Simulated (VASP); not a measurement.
Set up this calculation in VASP 6.6.1, as the native input.

* Task: single point
* Functional: LDA
* Potentials or basis: VASP PAW LDA potentials, release 64 (Si, O)
* Cutoff: 520 eV
* k mesh: 6 × 6 × 4
* Occupations: gaussian, width 0.05 eV
* Spin: no spin polarisation
* Dipole correction: no
* Further INCAR settings: ALGO = Normal; EDIFF = 1e-07; NBANDS = 34

The structure of SiO2 lies in POSCAR:

```
SiO2
1.0
    4.9631179215      0.0000000000      0.0000000000
   -2.4815589607      4.2981862020      0.0000000000
    0.0000000000      0.0000000000      5.5248549769
Si O
3 6
Direct
    0.0000000000      0.5000000000      0.3333333333
    0.5000000000      0.5000000000      0.6666666667
    0.5000000000      0.0000000000      0.0000000000
    0.5843949018      0.7921974509      0.8333333333
    0.7921974509      0.5843949018      0.5000000000
    0.7921974509      0.2078025491      0.1666666667
    0.4156050982      0.2078025491      0.8333333333
    0.2078025491      0.4156050982      0.5000000000
    0.2078025491      0.7921974509      0.1666666667
```

This cell differs from its parent crystal: strain -0.0150 x Voigt [1, 1, 0, 0, 0, 0].

One way to write it, as run:

INCAR

```
SYSTEM = SiO2
PREC = Accurate
ENCUT = 520
EDIFF = 1E-7
ISMEAR = 0
SIGMA = 0.05
LREAL = .False.
LASPH = .True.
NELM = 100
ALGO = Normal
ISIF = 2
LWAVE = .False.
LCHARG = .False.
GGA = CA
NBANDS = 34
```

KPOINTS

```
Automatic mesh
0
Gamma
  6 6 4
  0 0 0
```

Potentials or basis: VASP PAW LDA potentials, release 64 (Si, O).

Command:

```bash
$ cat potpaw_LDA.64/Si/POTCAR potpaw_LDA.64/O/POTCAR > POTCAR
$ mpirun -np 1 vasp_std > vasp.out
```

Results of the run:

```json
{"Pressure": "6.7 GPa", "Largest force": "0.279 eV/Å", "Band gap on the k mesh": "5.61 eV, indirect (least direct gap 5.78 eV)"}
```

Caveat: the cell differs from its parent crystal (strain -0.0150 x Voigt [1, 1, 0, 0, 0, 0]).

Run time: 95 s on 1 thread of Intel(R) Xeon(R) Platinum 8375C CPU @ 2.90GHz (Ice Lake), on a shared host, peak memory 0.22 GiB.
